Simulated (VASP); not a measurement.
# BAs (F-43m) in VASP: a series of runs

BAs is run at these levels: PBE, r2SCAN; tasks: single point.

Everything below comes from runs of VASP 6.6.1. Logs are shortened: lines on timing, memory, paths and dates and some standing lists are left out, and cuts for length are marked.

**1. The cell of the first run**

It takes space group F-43m (No. 216, cubic). The conventional cell has a = 4.784 Å, b = 4.784 Å, c = 4.784 Å, α = 90.00°, β = 90.00°, γ = 90.00°. B (site symmetry -43m) has 4 As at 2.07 Å within 2.7 Å. Within 2.7 Å of As (site symmetry -43m) lie 4 B at 2.07 Å.

**2. Single point, PBE**

INCAR reads:

```
SYSTEM = BAs
PREC = Accurate ; ENCUT = 520
EDIFF = 1E-6 ; ISMEAR = 0
SIGMA = 0.01 ; LREAL = .False.
LASPH = .True. ; NELM = 80
ALGO = Normal ; ISIF = 2
LWAVE = .False. ; LCHARG = .False.
GGA = PE ; NBANDS = 11
```

KPOINTS reads:

```
regular mesh
0
Gamma
  10 10 10
  0 0 0
```

POSCAR reads:

```
BAs
1.0
    0.0000000000      2.3918676074      2.3918676074
    2.3918676074      0.0000000000      2.3918676074
    2.3918676074      2.3918676074      0.0000000000
B As
1 1
Direct
    0.0000000000      0.0000000000      0.0000000000
    0.2500000000      0.2500000000      0.2500000000
```

Potentials or basis: VASP PAW PBE potentials, release 64 (B, As).

Run with:

```
$ cat potpaw_PBE.64/B/POTCAR potpaw_PBE.64/As/POTCAR > POTCAR
$ mpirun -np 1 vasp_std > vasp.out
```

OUTCAR:

```text
SYSTEM = BAs
   PREC = Accurate
   ENCUT = 520
   EDIFF = 1E-6
   ISMEAR = 0
   LREAL = .False.
   LASPH = .True.
   NELM = 80
   ISIF = 2
   GGA = PE

 ion  position               nearest neighbor table
   1  0.000  0.000  0.000-   2 2.07   2 2.07   2 2.07   2 2.07
   2  0.250  0.250  0.250-   1 2.07   1 2.07   1 2.07   1 2.07

  LATTYP: Found a face centered cubic cell.
 ALAT       =     4.7837352148

  Lattice vectors:

 A1 = (   0.0000000000,   2.3918676074,   2.3918676074)
 A2 = (   2.3918676074,   0.0000000000,   2.3918676074)
 A3 = (   2.3918676074,   2.3918676074,   0.0000000000)

Analysis of symmetry for initial positions (statically):
=====================================================================
 Subroutine PRICEL returns:
 Original cell was already a primitive cell.

 Routine SETGRP: Setting up the symmetry group for a
 face centered cubic supercell.

 Subroutine GETGRP returns: Found 24 space group operations
 (whereof 24 operations were pure point group operations)
 out of a pool of 48 trial point group operations.

The static configuration has the point symmetry T_d .

Analysis of symmetry for dynamics (positions and initial velocities):
=====================================================================
 Subroutine PRICEL returns:
 Original cell was already a primitive cell.

 Routine SETGRP: Setting up the symmetry group for a
 face centered cubic supercell.

 Subroutine GETGRP returns: Found 24 space group operations
 (whereof 24 operations were pure point group operations)
 out of a pool of 48 trial point group operations.

The dynamic configuration has the point symmetry T_d .

 Subroutine INISYM returns: Found 24 space group operations
 (whereof 24 operations are pure point group operations),
 and found     1 'primitive' translations

----------------------------------------------------------------------------------------

                                     Primitive cell

  volume of cell :      27.3679

  direct lattice vectors                    reciprocal lattice vectors
     0.000000000  2.391867607  2.391867607    -0.209041670  0.209041670  0.209041670
     2.391867607  0.000000000  2.391867607     0.209041670 -0.209041670  0.209041670
     2.391867607  2.391867607  0.000000000     0.209041670  0.209041670 -0.209041670

  length of vectors
     3.382611610  3.382611610  3.382611610     0.362070794  0.362070794  0.362070794

  position of ions in fractional coordinates (direct lattice)
     0.000000000  0.000000000  0.000000000
     0.250000000  0.250000000  0.250000000

  ion indices of the primitive-cell ions
   primitive index   ion index
                 1           1
                 2           2

----------------------------------------------------------------------------------------

 KPOINTS: regular mesh

Automatic generation of k-mesh.
 Grid dimensions read from file:
 generate k-points for:   10   10   10

 Generating k-lattice:

  Cartesian coordinates                     Fractional coordinates (reciprocal lattice)
    -0.020904167  0.020904167  0.020904167     0.100000000  0.000000000  0.000000000
     0.020904167 -0.020904167  0.020904167     0.000000000  0.100000000  0.000000000
     0.020904167  0.020904167 -0.020904167     0.000000000  0.000000000  0.100000000

  Length of vectors
     0.036207079  0.036207079  0.036207079

  Shift w.r.t. Gamma in fractional coordinates (k-lattice)
     0.000000000  0.000000000  0.000000000

 Subroutine IBZKPT returns following result:
 ===========================================

 Found     47 irreducible k-points:

 Following reciprocal coordinates:
            Coordinates               Weight
  0.000000  0.000000  0.000000      1.000000
  0.100000  0.000000  0.000000      8.000000
  0.200000  0.000000  0.000000      8.000000
  0.300000  0.000000  0.000000      8.000000
  0.400000  0.000000  0.000000      8.000000
  0.500000  0.000000  0.000000      4.000000
[... 16 lines left out ...]
  0.300000  0.300000  0.000000      6.000000
  0.400000  0.300000  0.000000     24.000000
 [... further k-points ...]
   k-points           NKPTS =     47   k-points in BZ     NKDIM =     47   number of bands    NBANDS=     11
   number of dos      NEDOS =    301   number of ions     NIONS =      2
   total plane-waves  NPLWV =  21952
   dimension x,y,z NGX =    28 NGY =   28 NGZ =   28
   dimension x,y,z NGXF=    56 NGYF=   56 NGZF=   56
   ions per type =               1   1
   NGX,Y,Z   is equivalent  to a cutoff of  13.76, 13.76, 13.76 a.u.
   NGXF,Y,Z  is equivalent  to a cutoff of  27.52, 27.52, 27.52 a.u.
 SYSTEM =  BAs
   PREC   = accura    normal or accurate (medium, high low for compatibility)
   ISTART =      0    job   : 0-new  1-cont  2-samecut
   ICHARG =      2    charge: 1-file 2-atom 10-const
   ISPIN  =      1    spin polarized calculation?
   LNONCOLLINEAR =      F non collinear calculations
   LSORBIT =      F    spin-orbit coupling
   LASPH  =      T    aspherical Exc in radial PAW
   ENCUT  =  520.0 eV  38.22 Ry    6.18 a.u.   6.29  6.29  6.29*2*pi/ulx,y,z
   NELM   =     80;   NELMIN=  2; NELMDL= -5     # of ELM steps
   EDIFF  = 0.1E-05   stopping-criterion for ELM
   LREAL  =      F    real-space projection
   EDIFFG = 0.1E-04   stopping-criterion for IOM
   NSW    =      0    number of steps for IOM
   IBRION =     -1    ionic relax: 0-MD 1-quasi-New 2-CG
   NFREE  =      0    steps in history (QN), initial steepest desc. (CG)
   ISIF   =      2    stress and relaxation
   ISYM   =      2    0-nonsym 1-usesym 2-fastsym
   POTIM  = 0.5000    time-step for ionic-motion
   TEBEG  =    0.0;   TEEND  =   0.0 temperature during run
   PSTRESS=    0.0 pullay stress
   NELECT =       8.0000    total number of electrons
   NUPDOWN=      -1.0000    fix difference up-down
   EMIN   =  10.00;   EMAX   =-10.00  energy-range for DOS
   EFERMI =   0.00;   METHOD = LEGACY
   ISMEAR =     0;   SIGMA  =   0.01  broadening in eV -4-tet -1-fermi 0-gaus
   EFERMI_NEDOS =   21; number of points for ismear=-14 and -15
   IALGO  =     38    algorithm
   IMIX   =      4    mixing-type and parameters
     AMIX     =   0.40;   BMIX     =  1.00
     AMIX_MAG =   1.60;   BMIX_MAG =  1.00
  volume/ion in A,a.u.               =      13.68        92.34
  Fermi-wavevector in a.u.,A,eV,Ry     =   1.086487  2.053162 16.061039  1.180453
  Thomas-Fermi vector in A             =   2.222624
   LORBIT       =      0    0 simple, 1 ext, 2 COOP (PROOUT), +10 PAW based schemes
   GGA     = PE    functional components
   LHFCALC =     F    Hartree Fock is set to
   AEXX    =    0.0000 exact exchange contribution
   IVDW    =     0    specifies the selected vdW correction
   LEPSILON=     F    determine dielectric tensor
   LRPA    =     F    only Hartree local field effects (RPA)
 non-spin polarized calculation
 Gauss-broadening in eV      SIGMA  =   0.01
  energy-cutoff  :      520.00
  volume of cell :       27.37
 maximum number of plane-waves:       754
 NGX is ok and might be reduce to    28
   NGX = 13   NGY = 13   NGZ = 13

 number of electron       8.0000000 magnetization

 Free energy of the ion-electron system (eV)
  ---------------------------------------------------
  ext. energy  EPLUGINS =         0.00000000
  ---------------------------------------------------
  free energy    TOTEN  =       -11.40867860 eV

  energy without entropy =      -11.40867860  energy(sigma->0) =      -11.40867860

 E-fermi :   6.1954     XC(G=0): -10.5660

 val. band max:        6.0797631099   @ k =   0.0000   0.0000   0.0000
 cond. band min:       7.2595500084   @ k =   0.4000   0.4000   0.0000
 fundamental gap:      1.1797868985
 Fermi energy:         6.1954280759

 k-point     1 :       0.0000    0.0000    0.0000
  band No.  band energies     occupation
      1      -9.2830      2.00000
      2       6.0798      2.00000
      3       6.0798      2.00000
      4       6.0798      2.00000
      5       9.3509      0.00000
      6       9.3509      0.00000
      7       9.3509      0.00000
      8      10.7128      0.00000
      9      15.6420      0.00000
     10      19.0132      0.00000
     11      19.0132      0.00000

 k-point     2 :       0.1000    0.0000    0.0000
  band No.  band energies     occupation
      1      -9.1194      2.00000
      2       4.6869      2.00000
      3       5.7796      2.00000
      4       5.7796      2.00000
      5       9.4893      0.00000
      6       9.7464      0.00000
      7       9.7464      0.00000
      8      11.5944      0.00000
      9      16.2841      0.00000
     10      17.9509      0.00000
     11      17.9509      0.00000

 k-point     3 :       0.2000    0.0000    0.0000
  band No.  band energies     occupation
      1      -8.6370      2.00000
      2       2.3284      2.00000
      3       5.2073      2.00000
      4       5.2073      2.00000
      5       9.2676      0.00000
      6      10.4612      0.00000
      7      10.4612      0.00000
      8      13.2270      0.00000
      9      17.2335      0.00000
     10      17.2335      0.00000
     11      17.2820      0.00000

 k-point     4 :       0.3000    0.0000    0.0000
  band No.  band energies     occupation
      1      -7.8725      2.00000
      2       0.0447      2.00000
      3       4.7009      2.00000
      4       4.7009      2.00000
      5       8.9933      0.00000
      6      10.8642      0.00000
      7      10.8642      0.00000
      8      14.5032      0.00000
      9      17.4029      0.00000
     10      17.6769      0.00000
     11      17.6769      0.00000

 k-point     5 :       0.4000    0.0000    0.0000
  band No.  band energies     occupation
      1      -6.9588      2.00000
      2      -1.8227      2.00000
      3       4.3760      2.00000
      4       4.3760      2.00000
      5       8.8097      0.00000
      6      10.8927      0.00000
      7      10.8927      0.00000
      8      14.9283      0.00000
      9      18.1097      0.00000
     10      19.1916      0.00000
     11      19.1916      0.00000
[... 211 lines left out ...]
 k-point    21 :      -0.3000    0.2000    0.0000
  band No.  band energies     occupation
      1      -6.7460      2.00000
      2      -0.9416      2.00000
      3       1.4784      2.00000
      4       4.1332      2.00000
      5       9.5963      0.00000
      6      12.0036      0.00000
      7      12.2696      0.00000
      8      14.1781      0.00000
      9      16.7572      0.00000
     10      18.1586      0.00000
     11      21.3509      0.00000

 k-point    22 :      -0.2000    0.2000    0.0000
  band No.  band energies     occupation
      1      -7.6101      2.00000
      2       0.6202      2.00000
      3       2.0244      2.00000
      4       4.7917      2.00000
      5       9.9972      0.00000
      6      11.1863      0.00000
      7      12.0726      0.00000
      8      13.0647      0.00000
      9      15.9581      0.00000
     10      18.6783      0.00000
     11      20.2170      0.00000

 k-point    23 :       0.3000    0.3000    0.0000
  band No.  band energies     occupation
      1      -7.3748      2.00000
      2       0.8730      2.00000
      3       2.9046      2.00000
      4       2.9046      2.00000
      5       7.4784      0.00000
      6       9.7349      0.00000
      7      14.5063      0.00000
      8      14.5063      0.00000
      9      17.0405      0.00000
     10      21.0960      0.00000
     11      21.1544      0.00000

 k-point    24 :       0.4000    0.3000    0.0000
  band No.  band energies     occupation
      1      -6.6504      2.00000
      2      -0.3666      2.00000
      3       2.1209      2.00000
      4       2.6088      2.00000
      5       7.7781      0.00000
      6       9.4741      0.00000
      7      14.8853      0.00000
      8      15.1205      0.00000
      9      18.0961      0.00000
     10      21.8427      0.00000
     11      21.9237      0.00000

 [... further k-points ...]

------------------------ aborting loop because EDIFF is reached ----------------------------------------

  FORCE on cell =-STRESS in cart. coord.  units (eV):
  Direction    XX          YY          ZZ          XY          YZ          ZX
  --------------------------------------------------------------------------------------
  -------------------------------------------------------------------------------------
  Total        0.4804435      0.4804435      0.4804435     -0.0000000     -0.0000000     -0.0000000
  in kB       28.1262293     28.1262293     28.1262293     -0.0000000     -0.0000000     -0.0000000
  external PRESSURE =      28.1262293 kB  Pullay stress =       0.0000000 kB

 VOLUME and BASIS-vectors are now :
 -----------------------------------------------------------------------------
  energy-cutoff  :      520.00
  volume of cell :       27.37
      direct lattice vectors                 reciprocal lattice vectors
     0.000000000  2.391867607  2.391867607    -0.209041670  0.209041670  0.209041670
     2.391867607  0.000000000  2.391867607     0.209041670 -0.209041670  0.209041670
     2.391867607  2.391867607  0.000000000     0.209041670  0.209041670 -0.209041670

 POSITION                                       TOTAL-FORCE (eV/Angst)
 -----------------------------------------------------------------------------------
      0.00000      0.00000      0.00000        -0.000000     -0.000000     -0.000000
      1.19593      1.19593      1.19593         0.000000      0.000000      0.000000
 -----------------------------------------------------------------------------------
    total drift:                               -0.000000     -0.000000     -0.000000

  FREE ENERGIE OF THE ION-ELECTRON SYSTEM (eV)
  ---------------------------------------------------
  free  energy   TOTEN  =       -11.4086786041 eV

  energy  without entropy=      -11.4086786041  energy(sigma->0) =      -11.40867860
```

It took 26 s on 1 thread of Intel Xeon Platinum 8259CL at 2.50GHz (Skylake/Cascade Lake), shared host; peak memory 0.16 GiB.

Results:

- Free energy: -11.4087 eV
- Pressure: 2.8 GPa
- Band gap on the k mesh: 1.18 eV, indirect (least direct gap 3.27 eV)

A k mesh can miss the band edges. A hybrid or GW would open this gap; PBE tends to underestimate it.

**3. Single point, r2SCAN (volume changed by -6%)**

POSCAR reads:

```
BAs
1.0
    0.0000000000      2.3430402821      2.3430402821
    2.3430402821      0.0000000000      2.3430402821
    2.3430402821      2.3430402821      0.0000000000
B As
1 1
Direct
    0.0000000000      0.0000000000      0.0000000000
    0.2500000000      0.2500000000      0.2500000000
```

INCAR.step1 reads:

```
  ALGO = Normal
  EDIFF = 1E-4
  ENCUT = 520
  GGA = PE
  ISMEAR = 0
  LASPH = T
  LCHARG = F
  LREAL = F
  LWAVE = T
  NBANDS = 11
  NELM = 60
  PREC = Accurate
  SIGMA = 0.01
```

INCAR.step2 reads:

```
  ALGO = Normal
  EDIFF = 1E-6
  ENCUT = 520
  ISIF = 2
  ISMEAR = 0
  ISTART = 1
  LASPH = T
  LCHARG = F
  LMIXTAU = T
  LREAL = F
  LWAVE = F
  METAGGA = R2SCAN
  NBANDS = 11
  NELM = 60
  PREC = Accurate
  SIGMA = 0.01
```

KPOINTS reads:

```
k-points
0
Gamma
  8 8 8
```

Potentials or basis: VASP PAW PBE potentials, release 64 (B, As).

Run with:

```
$ cat potpaw_PBE.64/B/POTCAR potpaw_PBE.64/As/POTCAR > POTCAR
$ cp INCAR.step1 INCAR
$ mpirun -np 1 vasp_std > vasp.out
$ cp INCAR.step2 INCAR
$ mpirun -np 1 vasp_std > vasp.out
```

It took 60 s on 1 thread of Intel Xeon Platinum 8259CL at 2.50GHz (Skylake/Cascade Lake), shared host; peak memory 0.16 GiB.

Results (log left out):

* Free energy: -22.2019 eV
* Pressure: 10.3 GPa
* Band gap on the k mesh: 1.32 eV, indirect (least direct gap 3.51 eV)

Levels at points of the mesh, in eV from the valence-band top:
| k point | band 1 | band 2 | band 3 | band 4 | band 5 | band 6 | band 7 | band 8 | band 9 |
| --- | --- | --- | --- | --- | --- | --- | --- | --- | --- |
| (0.00, 0.00, 0.00) | -16.72 | 0.00 | 0.00 | 0.00 | 3.51 | 3.51 | 3.51 | 5.94 | 10.71 |
| (0.50, 0.00, 0.00) | -13.48 | -9.69 | -2.05 | -2.05 | 3.33 | 5.11 | 5.11 | 9.70 | 14.12 |
| (0.50, 0.50, 0.00) | -11.94 | -9.41 | -4.57 | -4.57 | 1.53 | 1.64 | 12.74 | 12.74 | 14.45 |

Caveat: the PAW data sets were made with another functional, which shifts forces and pressure a little.
